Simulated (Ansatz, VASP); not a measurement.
IrO in VASP and in Ansatz

Contents of INCAR:

```
SYSTEM = IrO
PREC     = Accurate       ! precision mode
ENCUT    = 520            ! plane-wave cutoff, eV
EDIFF    = 1E-6           ! SCF threshold, eV
ISMEAR   = 0              ! smearing method
SIGMA    = 0.1            ! smearing width, eV
LREAL    = .FALSE.        ! projectors in reciprocal space
LASPH    = .TRUE.         ! aspherical terms in the spheres
NELM     = 150            ! most SCF steps
ALGO     = Normal         ! electronic algorithm
ISIF     = 2              ! what is computed and relaxed
LWAVE    = .FALSE.        ! write WAVECAR
LCHARG   = .FALSE.        ! write CHGCAR
ISPIN    = 2              ! spin polarisation
MAGMOM   = 2.5 0          ! initial moments
LORBIT   = 11             ! projections on sites
LMAXMIX  = 4              ! l up to which the mixer works
GGA      = PE             ! functional
NBANDS   = 18             ! bands
```

The input KPOINTS:

```
Automatic mesh
0
G
  14 14 14
  0 0 0
```

Contents of POSCAR:

```
IrO
1.0
    2.8653648609      0.0000000000      0.0000000000
    0.0000000000      2.8653648609      0.0000000000
    0.0000000000      0.0000000000      2.8653648609
Ir O
1 1
Direct
    0.0000000000      0.0000000000      0.0000000000
    0.5000000000      0.5000000000      0.5000000000
```

Input for Ansatz:

```yaml
crystal:
  lattice:
    - [2.8653648608, 0.0, 0.0]
    - [0.0, 2.8653648608, 0.0]
    - [0.0, 0.0, 2.8653648608]
  atoms:
    - { symbol: Ir, position: [0.0, 0.0, 0.0], spin: 2.5 }
    - { symbol: O, position: [0.5, 0.5, 0.5] }
basis:
  ecutwfc: 420
kpoints:
  mp_grid: { grid: [14, 14, 14] }
hamiltonian:
  xc: pbe
scf:
  occupations: { method: gaussian, width: 0.1 }
output:
  forces: true
  stress: true
  eigenvalues: true
  populations: true
magnetization:
  spin_polarized: true
```

Alike in both runs: task single point; functional PBE; k mesh 14 × 14 × 14; occupations gaussian, width 0.1 eV; collinear spin.

```csv
,VASP,Ansatz
version,VASP 6.6.1,Ansatz 0.2.0
potentials or method,"VASP PAW PBE potentials, release 64 (Ir, O), cutoff 520 eV","scalar-relativistic, plane waves, PAW"
valence electrons in the cell,15,23
```

|  | VASP | Ansatz | Ansatz less VASP |
| --- | --- | --- | --- |
| gap on the k mesh at the Fermi level (eV) | none | none | - |
| pressure (GPa) | -12.7 | -12.7 | -0.02 |
| net moment per atom (μB) | 0.00 | 0.00 | -0.001 |

A gap of «none» marks a metal or a gap that the smearing closes. With one functional, cell and mesh, what is left measures potentials, basis and numerics. VASP's potentials hold 15 valence electrons a cell and Ansatz's 23, so a difference there can come from the potentials and not from the codes. Ansatz's warnings: seeded moment not kept.

Neither program's run includes spin-orbit coupling.
